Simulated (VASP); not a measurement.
A run of VASP 6.6.1 is set up as follows.

INCAR

```
PREC = Accurate
ENCUT = 520
EDIFF = 1E-7
ISMEAR = -1
SIGMA = 0.1
LREAL = F
LASPH = T
NELM = 60
ALGO = Normal
ISIF = 2
LWAVE = F
LCHARG = F
NBANDS = 11
```

The input KPOINTS:

```
regular mesh
0
Gamma
  23 23 23
```

File POSCAR:

```
Pt
1.0
    0.0000000000      1.9474302061      1.9474302061
    1.9474302061      0.0000000000      1.9474302061
    1.9474302061      1.9474302061      0.0000000000
Pt
1
Direct
    0.0000000000      0.0000000000      0.0000000000
```

Potentials or basis: VASP PAW LDA potentials, release 64 (Pt).

Launch:

```sh
$ cat potpaw_LDA.64/Pt/POTCAR > POTCAR
$ mpirun -np 1 vasp_std > vasp.out
```

Problem. What does it give for the pressure?

Solution. 0.9 GPa.

Problem. Estimate the band gap on the k mesh.

Solution. Zero (band 5 reaches 12.04 eV, above the bottom of band 6 at 9.76 eV).

Caveat: spin-orbit coupling is left out, which moves the levels of the heavy elements.
